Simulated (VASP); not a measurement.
# Ta in VASP: a series of runs

Ta is run at these levels: PBEsol; tasks: single point.

All numbers are computed with VASP 6.6.1; they aren't measurements. Logs are shortened: lines on timing, memory, paths and dates and some standing lists are left out, and cuts for length are marked.

## 1. The cell of the first run

Symmetry: I4/mmm, No. 139, tetragonal system. Conventional cell: a = 3.280 Å, b = 3.280 Å, c = 3.521 Å, α = 90.00°, β = 90.00°, γ = 90.00°. Within 3.8 Å of Ta (site symmetry 4/mmm) lie 14 Ta at 2.91 to 3.52 Å.

## 2. Single point, PBEsol (normal strain along x +0.0733, normal strain along z +0.0000)

File INCAR:

```
PREC = Accurate
ENCUT = 520
EDIFF = 1E-7
ISMEAR = 0
SIGMA = 0.15
LREAL = False
LASPH = True
NELM = 80
ALGO = Normal
ISIF = 2
LWAVE = False
LCHARG = False
GGA = PS
NBANDS = 12
```

File KPOINTS:

```
Automatic mesh
0
Gamma
  20 20 20
```

File POSCAR:

```
Ta
1.0
   -1.7604573939      1.6402286350      1.6402286350
    1.7604573939     -1.6402286350      1.6402286350
    1.7604573939      1.6402286350     -1.6402286350
Ta
1
Direct
    0.0000000000      0.0000000000      0.0000000000
```

Potentials or basis: VASP PAW PBE potentials, release 64 (Ta_pv).

On the command line:

```
> cat potpaw_PBE.64/Ta_pv/POTCAR > POTCAR
> mpirun -np 1 vasp_std > vasp.out
```

OUTCAR:

```text
PREC = Accurate
   ENCUT = 520
   EDIFF = 1E-7
   ISMEAR = 0
   LREAL = False
   LASPH = True
   NELM = 80
   ISIF = 2
   GGA = PS

 ion  position               nearest neighbor table
   1  0.000  0.000  0.000-

  LATTYP: Found a body centered tetragonal cell.
 ALAT       =     3.2804572700
 C/A-ratio  =     1.0733000000

  Lattice vectors:

 A1 = (  -1.7604573939,   1.6402286350,  -1.6402286350)
 A2 = (  -1.7604573939,  -1.6402286350,   1.6402286350)
 A3 = (   1.7604573939,   1.6402286350,   1.6402286350)

Analysis of symmetry for initial positions (statically):
=====================================================================
 Subroutine PRICEL returns:
 Original cell was already a primitive cell.

 Routine SETGRP: Setting up the symmetry group for a
 body centered tetragonal supercell.

 Subroutine GETGRP returns: Found 16 space group operations
 (whereof 16 operations were pure point group operations)
 out of a pool of 16 trial point group operations.

The static configuration has the point symmetry D_4h.

Analysis of symmetry for dynamics (positions and initial velocities):
=====================================================================
 Subroutine PRICEL returns:
 Original cell was already a primitive cell.

 Routine SETGRP: Setting up the symmetry group for a
 body centered tetragonal supercell.

 Subroutine GETGRP returns: Found 16 space group operations
 (whereof 16 operations were pure point group operations)
 out of a pool of 16 trial point group operations.

The dynamic configuration has the point symmetry D_4h.

 Subroutine INISYM returns: Found 16 space group operations
 (whereof 16 operations are pure point group operations),
 and found     1 'primitive' translations

----------------------------------------------------------------------------------------

                                     Primitive cell

  volume of cell :      18.9450

  direct lattice vectors                    reciprocal lattice vectors
    -1.760457394  1.640228635  1.640228635     0.000000000  0.304835551  0.304835551
     1.760457394 -1.640228635  1.640228635     0.284017098  0.000000000  0.304835551
     1.760457394  1.640228635 -1.640228635     0.284017098  0.304835551  0.000000000

  length of vectors
     2.912028535  2.912028535  2.912028535     0.431102571  0.416641843  0.416641843

  position of ions in fractional coordinates (direct lattice)
     0.000000000  0.000000000  0.000000000

  ion indices of the primitive-cell ions
   primitive index   ion index
                 1           1

----------------------------------------------------------------------------------------

 KPOINTS: Automatic mesh

Automatic generation of k-mesh.
 Grid dimensions read from file:
 generate k-points for:   20   20   20

 Generating k-lattice:

  Cartesian coordinates                     Fractional coordinates (reciprocal lattice)
     0.000000000  0.015241778  0.015241778     0.050000000  0.000000000  0.000000000
     0.014200855  0.000000000  0.015241778     0.000000000  0.050000000  0.000000000
     0.014200855  0.015241778  0.000000000     0.000000000  0.000000000  0.050000000

  Length of vectors
     0.021555129  0.020832092  0.020832092

  Shift w.r.t. Gamma in fractional coordinates (k-lattice)
     0.000000000  0.000000000  0.000000000

 Subroutine IBZKPT returns following result:
 ===========================================

 Found    641 irreducible k-points:

 Following reciprocal coordinates:
            Coordinates               Weight
  0.000000  0.000000  0.000000      1.000000
  0.050000  0.000000  0.000000      4.000000
  0.100000  0.000000  0.000000      4.000000
  0.150000  0.000000  0.000000      4.000000
  0.200000  0.000000  0.000000      4.000000
  0.250000  0.000000  0.000000      4.000000
[... 16 lines left out ...]
  0.050000  0.100000  0.000000     16.000000
  0.100000  0.100000  0.000000     16.000000
 [... further k-points ...]
   k-points           NKPTS =    641   k-points in BZ     NKDIM =    641   number of bands    NBANDS=     12
   number of dos      NEDOS =    301   number of ions     NIONS =      1
   total plane-waves  NPLWV =  13824
   dimension x,y,z NGX =    24 NGY =   24 NGZ =   24
   dimension x,y,z NGXF=    48 NGYF=   48 NGZF=   48
   ions per type =               1
   NGX,Y,Z   is equivalent  to a cutoff of  13.70, 13.70, 13.70 a.u.
   NGXF,Y,Z  is equivalent  to a cutoff of  27.40, 27.40, 27.40 a.u.
 SYSTEM =  unknown system
   PREC   = accura    normal or accurate (medium, high low for compatibility)
   ISTART =      0    job   : 0-new  1-cont  2-samecut
   ICHARG =      2    charge: 1-file 2-atom 10-const
   ISPIN  =      1    spin polarized calculation?
   LNONCOLLINEAR =      F non collinear calculations
   LSORBIT =      F    spin-orbit coupling
   LASPH  =      T    aspherical Exc in radial PAW
   ENCUT  =  520.0 eV  38.22 Ry    6.18 a.u.   5.41  5.41  5.41*2*pi/ulx,y,z
   NELM   =     80;   NELMIN=  2; NELMDL= -5     # of ELM steps
   EDIFF  = 0.1E-06   stopping-criterion for ELM
   LREAL  =      F    real-space projection
   EDIFFG = 0.1E-05   stopping-criterion for IOM
   NSW    =      0    number of steps for IOM
   IBRION =     -1    ionic relax: 0-MD 1-quasi-New 2-CG
   NFREE  =      0    steps in history (QN), initial steepest desc. (CG)
   ISIF   =      2    stress and relaxation
   ISYM   =      2    0-nonsym 1-usesym 2-fastsym
   POTIM  = 0.5000    time-step for ionic-motion
   TEBEG  =    0.0;   TEEND  =   0.0 temperature during run
   PSTRESS=    0.0 pullay stress
   NELECT =      11.0000    total number of electrons
   NUPDOWN=      -1.0000    fix difference up-down
   EMIN   =  10.00;   EMAX   =-10.00  energy-range for DOS
   EFERMI =   0.00;   METHOD = LEGACY
   ISMEAR =     0;   SIGMA  =   0.15  broadening in eV -4-tet -1-fermi 0-gaus
   EFERMI_NEDOS =   21; number of points for ismear=-14 and -15
   IALGO  =     38    algorithm
   IMIX   =      4    mixing-type and parameters
     AMIX     =   0.40;   BMIX     =  1.00
     AMIX_MAG =   1.60;   BMIX_MAG =  1.00
  volume/ion in A,a.u.               =      18.94       127.85
  Fermi-wavevector in a.u.,A,eV,Ry     =   1.365760  2.580912 25.378942  1.865300
  Thomas-Fermi vector in A             =   2.491960
   LORBIT       =      0    0 simple, 1 ext, 2 COOP (PROOUT), +10 PAW based schemes
   GGA     = PS    functional components
   LHFCALC =     F    Hartree Fock is set to
   AEXX    =    0.0000 exact exchange contribution
   IVDW    =     0    specifies the selected vdW correction
   LEPSILON=     F    determine dielectric tensor
   LRPA    =     F    only Hartree local field effects (RPA)
 non-spin polarized calculation
 Gauss-broadening in eV      SIGMA  =   0.15
  energy-cutoff  :      520.00
  volume of cell :       18.94
 maximum number of plane-waves:       526
 NGX is ok and might be reduce to    24
   NGX = 11   NGY = 11   NGZ = 11

 number of electron      11.0000001 magnetization

 Free energy of the ion-electron system (eV)
  ---------------------------------------------------
  ext. energy  EPLUGINS =         0.00000000
  ---------------------------------------------------
  free energy    TOTEN  =       -12.48803512 eV

  energy without entropy =      -12.47212343  energy(sigma->0) =      -12.48007927

 E-fermi :   4.9413     XC(G=0): -12.4716

 val. band max:        4.9372270331   @ k =   0.4500  -0.1500   0.0500
 cond. band min:       4.9440558657   @ k =   0.3500  -0.2500   0.1000
 fundamental gap:      0.0068288326
 Fermi energy:         4.9413147900

 k-point     1 :       0.0000    0.0000    0.0000
  band No.  band energies     occupation
      1     -28.3134      2.00000
      2     -28.3023      2.00000
      3     -28.3023      2.00000
      4      -2.8094      2.00000
      5       5.4189      0.00001
      6       5.4189      0.00001
      7       6.2176      0.00000
      8       8.1384      0.00000
      9       9.2120      0.00000
     10      18.9909      0.00000
     11      19.4021      0.00000
     12      20.1749      0.00000

 k-point     2 :       0.0500    0.0000    0.0000
  band No.  band energies     occupation
      1     -28.3284      2.00000
      2     -28.3225      2.00000
      3     -28.3035      2.00000
      4      -2.6983      2.00000
      5       5.3380      0.00018
      6       5.5241      0.00000
      7       6.1809      0.00000
      8       8.1569      0.00000
      9       9.0994      0.00000
     10      19.1951      0.00000
     11      19.4017      0.00000
     12      20.2664      0.00000

 k-point     3 :       0.1000    0.0000    0.0000
  band No.  band energies     occupation
      1     -28.4035      2.00000
      2     -28.3488      2.00000
      3     -28.3068      2.00000
      4      -2.3735      2.00000
      5       5.1129      0.10578
      6       5.8372      0.00000
      7       6.0466      0.00000
      8       8.2152      0.00000
      9       8.8558      0.00000
     10      19.4014      0.00000
     11      19.7887      0.00000
     12      20.5038      0.00000
[... 286 lines left out ...]
 k-point    23 :       0.0500    0.1000    0.0000
  band No.  band energies     occupation
      1     -28.4832      2.00000
      2     -28.3458      2.00000
      3     -28.3197      2.00000
      4      -2.0906      2.00000
      5       5.1330      0.07066
      6       5.4606      0.00000
      7       6.5081      0.00000
      8       7.9344      0.00000
      9       8.9348      0.00000
     10      19.4006      0.00000
     11      20.0254      0.00000
     12      21.0723      0.00000

 k-point    24 :       0.1000    0.1000    0.0000
  band No.  band energies     occupation
      1     -28.5889      2.00000
      2     -28.3750      2.00000
      3     -28.3369      2.00000
      4      -1.5945      2.00000
      5       4.8049      1.80145
      6       5.3763      0.00004
      7       6.8677      0.00000
      8       7.9313      0.00000
      9       8.9287      0.00000
     10      19.3996      0.00000
     11      20.6063      0.00000
     12      21.4301      0.00000

 [... further k-points ...]

------------------------ aborting loop because EDIFF is reached ----------------------------------------

  FORCE on cell =-STRESS in cart. coord.  units (eV):
  Direction    XX          YY          ZZ          XY          YZ          ZX
  --------------------------------------------------------------------------------------
  -------------------------------------------------------------------------------------
  Total       -1.9492890     -1.1929099     -1.1929099      0.0000000      0.0000000      0.0000000
  in kB     -164.8513572   -100.8843830   -100.8843830      0.0000000      0.0000000      0.0000000
  external PRESSURE =    -122.2067077 kB  Pullay stress =       0.0000000 kB

 VOLUME and BASIS-vectors are now :
 -----------------------------------------------------------------------------
  energy-cutoff  :      520.00
  volume of cell :       18.94
      direct lattice vectors                 reciprocal lattice vectors
    -1.760457394  1.640228635  1.640228635     0.000000000  0.304835551  0.304835551
     1.760457394 -1.640228635  1.640228635     0.284017098  0.000000000  0.304835551
     1.760457394  1.640228635 -1.640228635     0.284017098  0.304835551  0.000000000

 POSITION                                       TOTAL-FORCE (eV/Angst)
 -----------------------------------------------------------------------------------
      0.00000      0.00000      0.00000         0.000000     -0.000000      0.000000
 -----------------------------------------------------------------------------------
    total drift:                               -0.000000      0.000000      0.000000

  FREE ENERGIE OF THE ION-ELECTRON SYSTEM (eV)
  ---------------------------------------------------
  free  energy   TOTEN  =       -12.4880351197 eV

  energy  without entropy=      -12.4721234257  energy(sigma->0) =      -12.48007927
```

It took 70 s on 1 thread of AMD EPYC 9R45 (Zen 5), shared host; peak memory 0.22 GiB.

What came out:

- Free energy: -12.4880 eV
- Pressure: -12.2 GPa
- Band gap on the k mesh: zero (an odd number of electrons rules out a gap without spin polarisation)

Levels at points of the mesh, in eV from the Fermi level:
```
           k point  band 1  band 2  band 3  band 4  band 5  band 6  band 7  band 8  band 9  band 10
(0.00, 0.00, 0.00)  -33.25  -33.24  -33.24   -7.75    0.48    0.48    1.28    3.20    4.27    14.05
(0.50, 0.00, 0.00)  -34.23  -33.61  -33.29   -4.15   -1.96    1.71    4.37    5.00    7.41    11.17
(0.00, 0.50, 0.00)  -34.25  -33.54  -33.25   -4.21   -1.12    1.24    3.03    4.70    7.17    10.73
(0.50, 0.50, 0.50)  -34.04  -33.89  -33.89   -3.65   -3.43    6.25    6.51    6.51    7.04     8.80
```

Caveat: the cell differs from its parent crystal (normal strain along x +0.0733, normal strain along z +0.0000); the cell stands under tension; the PAW data sets were made with another functional, which shifts forces and pressure a little; spin-orbit coupling is left out, which moves the levels of the heavy elements.

## 3. Single point, PBEsol (normal strain along x +0.0367, normal strain along z -0.1000)

File INCAR:

```
SYSTEM = Ta
PREC     = Accurate       ! precision mode
ENCUT    = 520            ! plane-wave cutoff, eV
EDIFF    = 1E-7           ! SCF threshold, eV
ISMEAR   = 0              ! smearing method
SIGMA    = 0.15           ! smearing width, eV
LREAL    = .FALSE.        ! projectors in reciprocal space
LASPH    = .TRUE.         ! aspherical terms in the spheres
NELM     = 80             ! most SCF steps
ALGO     = Fast           ! electronic algorithm
ISIF     = 2              ! what is computed and relaxed
LWAVE    = .FALSE.        ! write WAVECAR
LCHARG   = .FALSE.        ! write CHGCAR
GGA      = PS             ! functional
NBANDS   = 12             ! bands
```

File KPOINTS:

```
regular mesh
0
G
  20 20 20
  0 0 0
```

File POSCAR:

```
Ta
1.0
   -1.7004250259      1.6402286350      1.4762057715
    1.7004250259     -1.6402286350      1.4762057715
    1.7004250259      1.6402286350     -1.4762057715
Ta
1
Direct
    0.0000000000      0.0000000000      0.0000000000
```

Potentials or basis: VASP PAW PBE potentials, release 64 (Ta_pv).

On the command line:

```
> cat potpaw_PBE.64/Ta_pv/POTCAR > POTCAR
> mpirun -np 1 vasp_std > vasp.out
```

It took 3 min on 1 thread of AMD EPYC 9R45 (Zen 5), shared host; peak memory 0.3 GiB.

It converged, with:

- Free energy: -12.4297 eV
- Pressure: 18.4 GPa
- Band gap on the k mesh: zero (an odd number of electrons rules out a gap without spin polarisation)

Stress tensor (GPa, compression positive):
```
11.47  0.00  0.00
 0.00 16.35  0.00
 0.00  0.00 27.46
```

Levels at points of the mesh, in eV from the Fermi level:
```tsv
k point	band 1	band 2	band 3	band 4	band 5	band 6	band 7	band 8	band 9	band 10
(0.00, 0.00, 0.00)	-32.76	-32.76	-32.71	-8.35	-0.43	1.21	1.63	2.75	5.35	14.44
(0.50, 0.00, 0.00)	-34.31	-33.30	-32.88	-4.89	-2.66	2.54	4.51	6.75	8.61	12.19
(0.00, 0.50, 0.00)	-34.34	-33.26	-32.85	-4.88	-2.20	2.27	3.65	6.67	8.40	12.26
(0.50, 0.50, 0.00)	-34.34	-33.10	-32.70	-4.92	-0.56	1.35	2.50	4.59	8.35	12.58
(0.50, 0.50, 0.50)	-33.99	-33.88	-33.53	-4.66	-4.27	7.32	7.48	7.94	7.96	8.84
```

Caveat: the cell differs from its parent crystal (normal strain along x +0.0367, normal strain along z -0.1000); the cell stands under pressure; the PAW data sets were made with another functional, which shifts forces and pressure a little; spin-orbit coupling is left out, which moves the levels of the heavy elements.

## 4. Single point, PBEsol (normal strain along x -0.1100, normal strain along z +0.0500)

File INCAR:

```
SYSTEM = Ta
PREC = Accurate
ENCUT = 520
EDIFF = 1E-6
ISMEAR = 0
SIGMA = 0.15
LREAL = .FALSE.
LASPH = .TRUE.
NELM = 100
ALGO = Fast
ISIF = 2
LWAVE = .FALSE.
LCHARG = .FALSE.
GGA = PS
NBANDS = 12
```

KPOINTS is that of step 3.

File POSCAR:

```
Ta
1.0
   -1.4598034852      1.6402286350      1.7222400668
    1.4598034852     -1.6402286350      1.7222400668
    1.4598034852      1.6402286350     -1.7222400668
Ta
1
Direct
    0.0000000000      0.0000000000      0.0000000000
```

On the command line:

```
> cat potpaw_PBE.64/Ta_pv/POTCAR > POTCAR
> mpirun -np 1 vasp_std > vasp.out
```

Run time: 2.5 min. Hardware: 1 thread of AMD EPYC 9R45 (Zen 5), shared host; peak memory 0.3 GiB.

It converged, with:

```yaml
Free_energy: -12.4114 eV
Pressure: 18.7 GPa
Band_gap_on_the_k_mesh: zero (an odd number of electrons rules out a gap without spin polarisation)
```

Stress tensor (GPa, compression positive):
```
29.14  0.00  0.00
 0.00 16.76  0.00
 0.00  0.00 10.31
```

Levels at points of the mesh, in eV from the Fermi level:
```csv
k point,band 3,band 4,band 5,band 6,band 7,band 8
"(0.00, 0.00, 0.00)",-32.74,-8.38,-0.60,1.25,1.81,2.46
"(0.50, 0.00, 0.00)",-32.75,-4.96,-0.37,1.22,2.19,4.49
"(0.00, 0.50, 0.00)",-32.91,-4.90,-2.21,2.25,3.40,6.84
"(0.50, 0.50, 0.00)",-32.96,-4.92,-2.82,2.61,4.54,6.95
"(0.50, 0.50, 0.50)",-33.52,-4.71,-4.28,7.24,7.45,7.59
```

Caveat: the cell differs from its parent crystal (normal strain along x -0.1100, normal strain along z +0.0500); the cell stands under pressure; the PAW data sets were made with another functional, which shifts forces and pressure a little; spin-orbit coupling is left out, which moves the levels of the heavy elements.

## 5. The runs side by side

```csv
cell,gap on the mesh (eV),pressure (GPa)
"a = 2.912 Å, angles 105.6, 111.4, 111.4°, 1 atom",none,-12.2
"a = 2.786 Å, angles 104.8, 107.9, 116.0°, 1 atom",none,18.4
"a = 2.791 Å, angles 116.9, 108.0, 103.8°, 1 atom",none,18.7
```

Alike in all rows: task single point; level PBEsol; potentials or basis VASP PAW PBE potentials, release 64 (Ta_pv); no spin polarisation; k mesh 20 × 20 × 20; cutoff (eV) 520; smearing gaussian 0.15 eV.

Caveats: the PAW data sets were made with another functional, which shifts forces and pressure a little; spin-orbit coupling is left out, which moves the levels of the heavy elements; the cell stands under pressure (at least some runs); the cell stands under tension (at least some runs).

Absolute energies hang on the potentials; compare differences alone.
